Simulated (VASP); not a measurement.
# Co (P6_3/mmc) in VASP: further runs

Co is run at these levels: PBEsol; tasks: single point.

Program: VASP 6.6.1. These are calculated values, not measurements. Logs are shortened: lines on timing, memory, paths and dates and some standing lists are left out, and cuts for length are marked.

## Step 1: The cell of the first run

The structure is hexagonal, space group P6_3/mmc (No. 194). Conventional cell: a = 2.480 Å, b = 2.480 Å, c = 3.944 Å, α = 90.00°, β = 90.00°, γ = 120.00°. Co (site symmetry -6m2) has 12 Co at 2.44 to 2.48 Å within 3.2 Å.

## Step 2: Single point, PBEsol, collinear spin, ferromagnetic start (biaxial strain in the a-b plane: +1.0 %)

INCAR reads:

```
PREC = Accurate
ENCUT = 520
EDIFF = 1E-6
ISMEAR = 0
SIGMA = 0.1
LREAL = F
LASPH = T
NELM = 150
ALGO = Normal
ISIF = 2
LWAVE = F
LCHARG = F
ISPIN = 2
MAGMOM = 1.79 1.79
LORBIT = 11
LMAXMIX = 4
GGA = PS
NBANDS = 20
```

KPOINTS reads:

```
regular mesh
0
Gamma
  21 21 10
```

POSCAR reads:

```
Co
1.0
    2.4804726853      0.0000000000      0.0000000000
   -1.2402363427      2.1481523589      0.0000000000
    0.0000000000      0.0000000000      3.9442299191
Co
2
Direct
    0.3333333333      0.6666666667      0.2500000000
    0.6666666667      0.3333333333      0.7500000000
```

Potentials or basis: VASP PAW PBE potentials, release 64 (Co).

Run with:

```console
$ cat potpaw_PBE.64/Co/POTCAR > POTCAR
$ mpirun -np 1 vasp_std > vasp.out
```

OUTCAR:

```text
PREC = Accurate
   ENCUT = 520
   EDIFF = 1E-6
   ISMEAR = 0
   LREAL = F
   LASPH = T
   NELM = 150
   ISIF = 2
   ISPIN = 2
   LORBIT = 11
   GGA = PS

 ion  position               nearest neighbor table
   1  0.333  0.667  0.250-   2 2.44   2 2.44   2 2.44   2 2.44   2 2.44   2 2.44
   2  0.667  0.333  0.750-   1 2.44   1 2.44   1 2.44   1 2.44   1 2.44   1 2.44

  LATTYP: Found a hexagonal cell.
 ALAT       =     2.4804726853
 C/A-ratio  =     1.5901122163

  Lattice vectors:

 A1 = (   2.4804726853,   0.0000000000,   0.0000000000)
 A2 = (  -1.2402363427,   2.1481523589,   0.0000000000)
 A3 = (   0.0000000000,   0.0000000000,   3.9442299191)

Analysis of symmetry for initial positions (statically):
=====================================================================
 Subroutine PRICEL returns:
 Original cell was already a primitive cell.

 Routine SETGRP: Setting up the symmetry group for a
 hexagonal supercell.

 Subroutine GETGRP returns: Found 24 space group operations
 (whereof 12 operations were pure point group operations)
 out of a pool of 24 trial point group operations.

The static configuration has the point symmetry D_3d.
 The point group associated with its full space group is D_6h.

Analysis of symmetry for dynamics (positions and initial velocities):
=====================================================================
 Subroutine PRICEL returns:
 Original cell was already a primitive cell.

 Routine SETGRP: Setting up the symmetry group for a
 hexagonal supercell.

 Subroutine GETGRP returns: Found 24 space group operations
 (whereof 12 operations were pure point group operations)
 out of a pool of 24 trial point group operations.

The dynamic configuration has the point symmetry D_3d.
 The point group associated with its full space group is D_6h.

Analysis of structural, dynamic, and magnetic symmetry:
=====================================================================
 Subroutine PRICEL returns:
 Original cell was already a primitive cell.

 Routine SETGRP: Setting up the symmetry group for a
 hexagonal supercell.

 Subroutine GETGRP returns: Found 24 space group operations
 (whereof 12 operations were pure point group operations)
 out of a pool of 24 trial point group operations.

The overall configuration has the point symmetry D_3d.
 The point group associated with its full space group is D_6h.

 Subroutine INISYM returns: Found 24 space group operations
 (whereof 12 operations are pure point group operations),
 and found     1 'primitive' translations

----------------------------------------------------------------------------------------

                                     Primitive cell

  volume of cell :      21.0166

  direct lattice vectors                    reciprocal lattice vectors
     2.480472685  0.000000000  0.000000000     0.403148967  0.232758164  0.000000000
    -1.240236343  2.148152359  0.000000000     0.000000000  0.465516329  0.000000000
     0.000000000  0.000000000  3.944229919     0.000000000  0.000000000  0.253534916

  length of vectors
     2.480472685  2.480472685  3.944229919     0.465516329  0.465516329  0.253534916

  position of ions in fractional coordinates (direct lattice)
     0.333333333  0.666666667  0.250000000
     0.666666667  0.333333333  0.750000000

  ion indices of the primitive-cell ions
   primitive index   ion index
                 1           1
                 2           2

----------------------------------------------------------------------------------------

 KPOINTS: regular mesh

Automatic generation of k-mesh.
 Grid dimensions read from file:
 generate k-points for:   21   21   10

 Generating k-lattice:

  Cartesian coordinates                     Fractional coordinates (reciprocal lattice)
     0.019197570  0.011083722  0.000000000     0.047619048  0.000000000  0.000000000
     0.000000000  0.022167444  0.000000000     0.000000000  0.047619048  0.000000000
     0.000000000  0.000000000  0.025353492     0.000000000  0.000000000  0.100000000

  Length of vectors
     0.022167444  0.022167444  0.025353492

  Shift w.r.t. Gamma in fractional coordinates (k-lattice)
     0.000000000  0.000000000  0.000000000

 Subroutine IBZKPT returns following result:
 ===========================================

 Found    288 irreducible k-points:

 Following reciprocal coordinates:
            Coordinates               Weight
  0.000000  0.000000  0.000000      1.000000
  0.047619  0.000000  0.000000      6.000000
  0.095238 -0.000000  0.000000      6.000000
  0.142857 -0.000000  0.000000      6.000000
  0.190476 -0.000000  0.000000      6.000000
  0.238095 -0.000000  0.000000      6.000000
[... 16 lines left out ...]
  0.142857  0.095238  0.000000     12.000000
  0.190476  0.095238  0.000000     12.000000
 [... further k-points ...]
   k-points           NKPTS =    288   k-points in BZ     NKDIM =    288   number of bands    NBANDS=     20
   number of dos      NEDOS =    301   number of ions     NIONS =      2
   total plane-waves  NPLWV =   9720
   dimension x,y,z NGX =    18 NGY =   18 NGZ =   30
   dimension x,y,z NGXF=    36 NGYF=   36 NGZF=   60
   ions per type =               2
   NGX,Y,Z   is equivalent  to a cutoff of  12.06, 12.06, 12.64 a.u.
   NGXF,Y,Z  is equivalent  to a cutoff of  24.13, 24.13, 25.29 a.u.
 SYSTEM =  unknown system
   PREC   = accura    normal or accurate (medium, high low for compatibility)
   ISTART =      0    job   : 0-new  1-cont  2-samecut
   ICHARG =      2    charge: 1-file 2-atom 10-const
   ISPIN  =      2    spin polarized calculation?
   LNONCOLLINEAR =      F non collinear calculations
   LSORBIT =      F    spin-orbit coupling
   LASPH  =      T    aspherical Exc in radial PAW
   ENCUT  =  520.0 eV  38.22 Ry    6.18 a.u.   4.61  4.61  7.33*2*pi/ulx,y,z
   NELM   =    150;   NELMIN=  2; NELMDL= -5     # of ELM steps
   EDIFF  = 0.1E-05   stopping-criterion for ELM
   LREAL  =      F    real-space projection
   EDIFFG = 0.1E-04   stopping-criterion for IOM
   NSW    =      0    number of steps for IOM
   IBRION =     -1    ionic relax: 0-MD 1-quasi-New 2-CG
   NFREE  =      0    steps in history (QN), initial steepest desc. (CG)
   ISIF   =      2    stress and relaxation
   ISYM   =      2    0-nonsym 1-usesym 2-fastsym
   POTIM  = 0.5000    time-step for ionic-motion
   TEBEG  =    0.0;   TEEND  =   0.0 temperature during run
   PSTRESS=    0.0 pullay stress
   NELECT =      18.0000    total number of electrons
   NUPDOWN=      -1.0000    fix difference up-down
   EMIN   =  10.00;   EMAX   =-10.00  energy-range for DOS
   EFERMI =   0.00;   METHOD = LEGACY
   ISMEAR =     0;   SIGMA  =   0.10  broadening in eV -4-tet -1-fermi 0-gaus
   EFERMI_NEDOS =   21; number of points for ismear=-14 and -15
   IALGO  =     38    algorithm
   IMIX   =      4    mixing-type and parameters
     AMIX     =   0.40;   BMIX     =  1.00
     AMIX_MAG =   1.60;   BMIX_MAG =  1.00
  volume/ion in A,a.u.               =      10.51        70.91
  Fermi-wavevector in a.u.,A,eV,Ry     =   1.554695  2.937947 32.886305  2.417075
  Thomas-Fermi vector in A             =   2.658743
   LORBIT       =     11    0 simple, 1 ext, 2 COOP (PROOUT), +10 PAW based schemes
   GGA     = PS    functional components
   LHFCALC =     F    Hartree Fock is set to
   AEXX    =    0.0000 exact exchange contribution
   IVDW    =     0    specifies the selected vdW correction
   LEPSILON=     F    determine dielectric tensor
   LRPA    =     F    only Hartree local field effects (RPA)
 spin polarized calculation
 Gauss-broadening in eV      SIGMA  =   0.10
  energy-cutoff  :      520.00
  volume of cell :       21.02
 maximum number of plane-waves:       582
   NGX =  9   NGY =  9   NGZ = 15

 number of electron      17.9999992 magnetization       3.1235706

 Free energy of the ion-electron system (eV)
  ---------------------------------------------------
  ext. energy  EPLUGINS =         0.00000000
  ---------------------------------------------------
  free energy    TOTEN  =       -15.46941445 eV

  energy without entropy =      -15.46111124  energy(sigma->0) =      -15.46526284

 E-fermi :  10.5150     XC(G=0): -13.7684

 val. band max:       10.5135627600   @ k =   0.0952   0.0952   0.2000
 cond. band min:      10.5152621157   @ k =   0.0476   0.0000   0.2000
 fundamental gap:      0.0016993557
 Fermi energy:        10.5150229416

 spin component 1

 k-point     1 :       0.0000    0.0000    0.0000
  band No.  band energies     occupation
      1       1.3714      1.00000
      2       5.2512      1.00000
      3       7.9127      1.00000
      4       7.9127      1.00000
      5       7.9849      1.00000
      6       8.2648      1.00000
[... 12 lines left out ...]
     19      36.5847      0.00000
     20      36.7166      0.00000
[... 507 lines left out ...]
 k-point    24 :       0.1905    0.0952    0.0000
  band No.  band energies     occupation
      1       3.4486      1.00000
      2       6.1380      1.00000
      3       6.9870      1.00000
      4       7.0424      1.00000
      5       7.9557      1.00000
      6       7.9903      1.00000
[... 12 lines left out ...]
     19      35.8850      0.00000
     20      37.0786      0.00000

 [... further k-points ...]

 spin component 2

 k-point     1 :       0.0000    0.0000    0.0000
  band No.  band energies     occupation
      1       1.4279      1.00000
      2       6.1946      1.00000
      3       9.4869      1.00000
      4       9.4869      1.00000
      5       9.5755      1.00000
      6       9.8949      1.00000
[... 12 lines left out ...]
     19      36.9268      0.00000
     20      36.9268      0.00000
[... 507 lines left out ...]
 k-point    24 :       0.1905    0.0952    0.0000
  band No.  band energies     occupation
      1       3.5440      1.00000
      2       7.2587      1.00000
      3       8.1027      1.00000
      4       8.3942      1.00000
      5       9.5044      1.00000
      6       9.5225      1.00000
[... 12 lines left out ...]
     19      36.1357      0.00000
     20      37.5312      0.00000

 [... further k-points ...]
[... 5 lines left out ...]
  --------------------------------------------------------------------------------------
  -------------------------------------------------------------------------------------
  Total       -0.7584792     -0.7584792     -0.1182915      0.0000000      0.0000000      0.0000000
  in kB      -57.8219170    -57.8219170     -9.0178392      0.0000000      0.0000000      0.0000000
  external PRESSURE =     -41.5538911 kB  Pullay stress =       0.0000000 kB

 VOLUME and BASIS-vectors are now :
 -----------------------------------------------------------------------------
  energy-cutoff  :      520.00
  volume of cell :       21.02
      direct lattice vectors                 reciprocal lattice vectors
     2.480472685  0.000000000  0.000000000     0.403148967  0.232758164  0.000000000
    -1.240236343  2.148152359  0.000000000     0.000000000  0.465516329  0.000000000
     0.000000000  0.000000000  3.944229919     0.000000000  0.000000000  0.253534916

 POSITION                                       TOTAL-FORCE (eV/Angst)
 -----------------------------------------------------------------------------------
     -0.00000      1.43210      0.98606        -0.000000     -0.000000      0.000000
      1.24024      0.71605      2.95817         0.000000      0.000000      0.000000
 -----------------------------------------------------------------------------------
    total drift:                               -0.000000     -0.000000     -0.000000

  FREE ENERGIE OF THE ION-ELECTRON SYSTEM (eV)
  ---------------------------------------------------
  free  energy   TOTEN  =       -15.4694144478 eV

  energy  without entropy=      -15.4611112417  energy(sigma->0) =      -15.46526284

 total charge

# of ion       s       p       d       tot
------------------------------------------
    1        0.502   0.553   7.282   8.336
    2        0.502   0.553   7.282   8.336
--------------------------------------------------
tot          1.004   1.106  14.563  16.673

 magnetization (x)

# of ion       s       p       d       tot
------------------------------------------
    1       -0.016  -0.053   1.641   1.572
    2       -0.016  -0.053   1.641   1.572
--------------------------------------------------
tot         -0.031  -0.106   3.281   3.144
```

Wall time 1.8 min (1 thread of AMD EPYC 9R45 (Zen 5), shared host); peak memory 0.24 GiB.

Results:

```yaml
Free_energy: -15.4694 eV
Pressure: -4.2 GPa
Net_moment: 3.12 μB per cell
Site_moments: Co +1.57 μB
Valence_electrons_inside_the_program's_atomic_spheres: Co 8.34
```

Stress tensor (GPa, compression positive):
```
-5.78  0.00  0.00
 0.00 -5.78  0.00
 0.00  0.00 -0.90
```

Caveat: the cell differs from its parent crystal (biaxial strain in the a-b plane: +1.0 %); the PAW data sets were made with another functional, which shifts forces and pressure a little.

## Step 3: Single point, PBEsol, collinear spin, ferromagnetic start (biaxial strain in the a-b plane: +2.0 %, then relaxed in part)

INCAR reads:

```
  PREC = Accurate
  ENCUT = 520
  EDIFF = 1E-7
  ISMEAR = 0
  SIGMA = 0.1
  LREAL = False
  LASPH = True
  NELM = 150
  ALGO = Normal
  ISIF = 2
  LWAVE = False
  LCHARG = False
  ISPIN = 2
  MAGMOM = 1.79 1.79
  LORBIT = 11
  LMAXMIX = 4
  GGA = PS
  NBANDS = 20
```

KPOINTS is that of step 2.

POSCAR reads:

```
Co
1.0
    2.5050318208      0.0000000000      0.0000000000
   -1.2525159104      2.1694211941      0.0000000000
    0.0000000000      0.0000000000      3.9245022398
Co
2
Direct
    0.3333333333      0.6666666667      0.2500000000
    0.6666666667      0.3333333333      0.7500000000
```

Potentials or basis: VASP PAW PBE potentials, release 64 (Co).

Run with:

```console
$ cat potpaw_PBE.64/Co/POTCAR > POTCAR
$ mpirun -np 1 vasp_std > vasp.out
```

Wall time 2.3 min (1 thread of AMD EPYC 9R45 (Zen 5), shared host); peak memory 0.24 GiB.

Results (log left out):

```yaml
Free_energy: -15.4493 eV
Pressure: -7.0 GPa
Net_moment: 3.15 μB per cell
Site_moments: Co +1.59 μB
Valence_electrons_inside_the_program's_atomic_spheres: Co 8.31
```

Stress tensor (GPa, compression positive):
```
-10.05   0.00   0.00
  0.00 -10.05   0.00
  0.00   0.00  -1.04
```

Levels at points of the mesh, in eV from the Fermi level:
Spin up:
| k point | band 8 | band 9 | band 10 | band 11 | band 12 | band 13 | band 14 | band 15 |
| --- | --- | --- | --- | --- | --- | --- | --- | --- |
| (0.00, 0.00, 0.00) | -1.99 | -1.99 | -0.72 | -0.72 | 0.25 | 6.99 | 21.67 | 24.11 |
| (0.00, 0.00, 0.50) | -2.70 | -1.04 | -1.04 | -1.04 | -1.04 | 16.04 | 16.04 | 22.44 |
Spin down:
| k point | band 3 | band 4 | band 5 | band 6 | band 7 | band 8 | band 9 | band 10 | band 11 | band 12 |
| --- | --- | --- | --- | --- | --- | --- | --- | --- | --- | --- |
| (0.00, 0.00, 0.00) | -1.00 | -1.00 | -0.81 | -0.58 | -0.58 | -0.31 | -0.31 | 0.26 | 1.08 | 1.08 |
| (0.00, 0.00, 0.50) | -1.43 | -1.43 | -1.11 | -1.11 | -1.11 | -1.11 | 0.74 | 0.74 | 0.74 | 0.74 |

Caveat: the cell differs from its parent crystal (biaxial strain in the a-b plane: +2.0 %, then relaxed in part); the PAW data sets were made with another functional, which shifts forces and pressure a little.

## Step 4: Single point, PBEsol, collinear spin, ferromagnetic start (biaxial strain in the a-b plane: +2.0 %)

INCAR reads:

```
SYSTEM = Co
PREC     = Accurate       ! precision mode
ENCUT    = 520            ! plane-wave cutoff, eV
EDIFF    = 1E-6           ! SCF threshold, eV
ISMEAR   = 0              ! smearing method
SIGMA    = 0.1            ! smearing width, eV
LREAL    = .FALSE.        ! projectors in reciprocal space
LASPH    = .TRUE.         ! aspherical terms in the spheres
NELM     = 150            ! most SCF steps
ALGO     = Fast           ! electronic algorithm
ISIF     = 2              ! what is computed and relaxed
LWAVE    = .FALSE.        ! write WAVECAR
LCHARG   = .FALSE.        ! write CHGCAR
ISPIN    = 2              ! spin polarisation
MAGMOM   = 1.79 1.79      ! initial moments
LORBIT   = 11             ! projections on sites
LMAXMIX  = 4              ! l up to which the mixer works
GGA      = PS             ! functional
NBANDS   = 20             ! bands
```

KPOINTS reads:

```
regular mesh
0
G
  21 21 10
  0 0 0
```

Changes to POSCAR since step 3:

```diff
@@ -4,3 +4,3 @@
    -1.2525159104      2.1694211941      0.0000000000
-    0.0000000000      0.0000000000      3.9245022398
+    0.0000000000      0.0000000000      3.9204216902
 Co
```

Run with:

```console
$ cat potpaw_PBE.64/Co/POTCAR > POTCAR
$ mpirun -np 1 vasp_std > vasp.out
```

Wall time 2.5 min (1 thread of AMD EPYC 9R45 (Zen 5), shared host); peak memory 0.25 GiB.

Results (log left out):

```
Free energy                                           : -15.4494 eV
Pressure                                              : -6.8 GPa
Net moment                                            : 3.15 μB per cell
Site moments                                          : Co +1.59 μB
Valence electrons inside the program's atomic spheres : Co 8.31
```

Stress tensor (GPa, compression positive):
```
-9.95  0.00  0.00
 0.00 -9.95  0.00
 0.00  0.00 -0.61
```

Levels at points of the mesh, in eV from the Fermi level:
Spin up:
```tsv
k point	band 8	band 9	band 10	band 11	band 12	band 13	band 14	band 15
(0.00, 0.00, 0.00)	-1.99	-1.99	-0.72	-0.72	0.26	7.01	21.67	24.11
(0.00, 0.00, 0.50)	-2.70	-1.04	-1.04	-1.04	-1.04	16.08	16.08	22.44
```
Spin down:
```csv
k point,band 3,band 4,band 5,band 6,band 7,band 8,band 9,band 10,band 11,band 12
"(0.00, 0.00, 0.00)",-1.00,-1.00,-0.81,-0.58,-0.58,-0.32,-0.32,0.27,1.08,1.08
"(0.00, 0.00, 0.50)",-1.43,-1.43,-1.12,-1.12,-1.12,-1.12,0.74,0.74,0.74,0.74
```

Caveat: the cell differs from its parent crystal (biaxial strain in the a-b plane: +2.0 %); the PAW data sets were made with another functional, which shifts forces and pressure a little.

## Step 5: Overview

| cell | gap on the mesh (eV) | pressure (GPa) | moment (μB) |
| --- | --- | --- | --- |
| a = 2.480, b = 2.480, c = 3.944 Å, angles 90.0, 90.0, 120.0°, 2 atoms | none | -4.2 | 3.12 |
| a = 2.505, b = 2.505, c = 3.925 Å, angles 90.0, 90.0, 120.0°, 2 atoms | none | -7.0 | 3.15 |
| a = 2.505, b = 2.505, c = 3.920 Å, angles 90.0, 90.0, 120.0°, 2 atoms | none | -6.8 | 3.15 |

Alike in all rows: task single point; level PBEsol; potentials or basis VASP PAW PBE potentials, release 64 (Co); spin collinear, ferromagnetic start; k mesh 21 × 21 × 10; cutoff (eV) 520; smearing gaussian 0.1 eV.

Caveats: the PAW data sets were made with another functional, which shifts forces and pressure a little.

Total energies depend on the potentials used, so only differences within one code and one set of settings carry meaning.
